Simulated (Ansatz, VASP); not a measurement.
This is a calculation of Os for Ansatz 0.2.0.

input.yaml

```yaml
crystal:
  lattice:
    - [2.7341, 0.0, 0.0]
    - [-1.36705, 2.3678000565, 0.0]
    - [0.0, 0.0, 4.3197]
  atoms:
    - { symbol: Os, position: [0.6666666667, 0.3333333333, 0.75] }
    - { symbol: Os, position: [0.3333333333, 0.6666666667, 0.25] }
kpoints:
  mp_grid: { grid: [11, 11, 6] }
scf:
  occupations: { method: fermi_dirac, width: 0.05 }
hamiltonian:
  xc: rpbe
  dispersion: d4
  pseudopotentials: { kind: all_electron, lapw: { basis_error: 0.001 } }
output:
  forces: true
  stress: true
  eigenvalues: true
```

Potentials or basis: all-electron LAPW, scalar-relativistic.

The run is started by

```sh
$ ansatz run input.yaml --threads 1 --pin off --max-ram 3072MiB --backend cpu --events-out ev --progress --plain --runs-dir out
```

**Question.** Translate it to VASP 6.6.1. Potentials there: VASP PAW PBE potentials, release 64 (Os).

**Answer.** As run (the cutoff follows the program's own potentials):

Contents of INCAR:

```
SYSTEM = Os
PREC = Accurate
ENCUT = 520
EDIFF = 1E-6
ISMEAR = -1
SIGMA = 0.05
LREAL = .FALSE.
LASPH = .TRUE.
NELM = 100
ALGO = Normal
ISIF = 2
LWAVE = .FALSE.
LCHARG = .FALSE.
GGA = RP
IVDW = 13
NBANDS = 15
```

Contents of KPOINTS:

```
Automatic mesh
0
G
  11 11 6
  0 0 0
```

File POSCAR:

```
Os
1.0
    2.7341000000      0.0000000000      0.0000000000
   -1.3670500000      2.3678000565      0.0000000000
    0.0000000000      0.0000000000      4.3197000000
Os
2
Direct
    0.6666666667      0.3333333333      0.7500000000
    0.3333333333      0.6666666667      0.2500000000
```

Potentials or basis: VASP PAW PBE potentials, release 64 (Os).

The run is started by

```bash
$ cat potpaw_PBE.64/Os/POTCAR > POTCAR
$ mpirun -np 1 vasp_std > vasp.out
```

Both were run:

|  | VASP | Ansatz | Ansatz less VASP |
| --- | --- | --- | --- |
| gap on the k mesh at the Fermi level (eV) | none | none | - |
| pressure (GPa) | -1.0 | -0.8 | +0.21 |
| traceless stress, the component that is largest in VASP (GPa) | 0.24 | 0.35 | +0.112 |

VASP's potentials were made for PBE, not for RPBE. A gap of «none» marks a metal or a gap that the smearing closes. Ansatz ran all-electron here, and VASP with PAW potentials.

Neither program's run includes spin-orbit coupling.
